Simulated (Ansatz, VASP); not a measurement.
**One calculation of Zr, two programs**

Contents of POSCAR:

```
Zr
1.0
    3.2320000000      0.0000000000      0.0000000000
   -1.6160000000      2.7989941050      0.0000000000
    0.0000000000      0.0000000000      5.1470000000
Zr
2
Direct
    0.6666666667      0.3333333333      0.7500000000
    0.3333333333      0.6666666667      0.2500000000
```

File INCAR.step1:

```
PREC = Accurate ; ENCUT = 520
EDIFF = 1E-5 ; ISMEAR = -1
SIGMA = 0.05 ; LREAL = False
LASPH = True ; NELM = 80
ALGO = Normal ; ISIF = 2
LWAVE = True ; LCHARG = False
NBANDS = 19 ; GGA = PE
```

The input INCAR.step2:

```
PREC = Accurate ; ENCUT = 520
EDIFF = 1E-6 ; ISMEAR = -1
SIGMA = 0.05 ; LREAL = False
LASPH = True ; NELM = 80
ALGO = Normal ; ISIF = 2
LWAVE = False ; LCHARG = False
GGA = PE ; LHFCALC = True
HFSCREEN = 0.2079 ; PRECFOCK = Normal
NBANDS = 19 ; ISTART = 1
```

The input KPOINTS:

```
Automatic mesh
0
Gamma
  5 5 3
```

Contents of input.yaml:

```yaml
crystal:
  lattice:
    - [3.232, 0.0, 0.0]
    - [-1.616, 2.798994105, 0.0]
    - [0.0, 0.0, 5.147]
  atoms:
    - { symbol: Zr, position: [0.6666666667, 0.3333333333, 0.75] }
    - { symbol: Zr, position: [0.3333333333, 0.6666666667, 0.25] }
hamiltonian:
  xc: hse06
  pseudopotentials: { kind: paw }
kpoints:
  mp_grid: { grid: [5, 5, 3] }
  band_path:
    path:
      - [[0.0, 0.0, 0.0], [0.5, 0.0, 0.0], [0.3333333333, 0.3333333333, 0.0], [0.0, 0.0, 0.0], [0.0, 0.0, 0.5], [0.5, 0.0, 0.5], [0.3333333333, 0.3333333333, 0.5], [0.0, 0.0, 0.5]]
      - [[0.5, 0.0, 0.5], [0.5, 0.0, 0.0]]
      - [[0.3333333333, 0.3333333333, 0.0], [0.3333333333, 0.3333333333, 0.5]]
    npoints: 4
scf:
  occupations: { method: fermi_dirac, width: 0.05 }
  n_extra_bands: 6
output:
  forces: true
  stress: true
  eigenvalues: true
  fatbands: false
  write_density: true
  write_potential: true
  elf: true
  volumetric_format: npy
```

Alike in both runs: functional HSE06; k mesh 5 × 5 × 3; occupations fermi-dirac, width 0.05 eV; no spin polarisation.

|  | VASP | Ansatz |
| --- | --- | --- |
| version | VASP 6.6.1 | Ansatz 0.2.0 |
| potentials or method | VASP PAW PBE potentials, release 64 (Zr_sv) | Ansatz PAW |
| plane-wave cutoff (eV) | 520 | 420 |
| valence electrons in the cell | 24 | 24 |
| task | single point | band structure |

|  | VASP | Ansatz | Ansatz less VASP |
| --- | --- | --- | --- |
| gap on the k mesh at the Fermi level (eV) | none | none | - |
| pressure (GPa) | 0.5 | 0.5 | 0.00 |
| traceless stress, the component that is largest in VASP (GPa) | -2.44 | -2.44 | +0.008 |

A gap of «none» marks a metal or a gap that the smearing closes. With one functional, cell and mesh, what is left measures potentials, basis and numerics.

The k mesh is coarse, so the values compare programs but aren't converged.
